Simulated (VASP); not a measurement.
Here is a VASP 6.6.1 calculation.

The input INCAR:

```
SYSTEM = HfO2
  ALGO = Normal
  EDIFF = 1E-6
  ENCUT = 520
  GGA = PE
  ISIF = 2
  ISMEAR = 0
  LASPH = .True.
  LCHARG = .False.
  LREAL = .False.
  LWAVE = .False.
  NBANDS = 31
  NELM = 60
  PREC = Accurate
  SIGMA = 0.05
```

The input KPOINTS:

```
k-points
0
Gamma
  6 6 8
  0 0 0
```

Contents of POSCAR:

```
HfO2
1.0
    4.7996987687      0.0000000000      0.0000000000
    0.0000000000      4.7996987687      0.0000000000
    0.0000000000      0.0000000000      3.1838168590
Hf O
2 4
Direct
    0.0000000000      0.0000000000     -0.0417864770
    0.5000000000      0.5000000000      0.5417864770
    0.1948161092      0.8051838908      0.4865900157
    0.3051838908      0.3051838908      0.0134099843
    0.6948161092      0.6948161092      0.0134099843
    0.8051838908      0.1948161092      0.4865900157
```

Potentials or basis: VASP PAW PBE potentials, release 64 (Hf_pv, O).

Run with:

```console
$ cat potpaw_PBE.64/Hf_pv/POTCAR potpaw_PBE.64/O/POTCAR > POTCAR
$ mpirun -np 1 vasp_std > vasp.out
```

Q: What does it give for the largest force?

A: 1.074 eV/Å.

Q: Estimate the pressure.

A: 9.7 GPa.

Q: What does it give for the band gap on the k mesh?

A: 4.15 eV, direct.

Forces on the atoms (eV/Å):
```
Hf   0.000  0.000  1.074
Hf   0.000  0.000 -1.074
O    0.259 -0.259 -0.165
O   -0.259 -0.259  0.165
O    0.259  0.259  0.165
O   -0.259  0.259 -0.165
```

Caveat: spin-orbit coupling is left out, which moves the levels of the heavy elements; forces of over 1 eV/Å act on the atoms, so gaps and moduli don't describe the material at rest. A k mesh can miss the band edges.
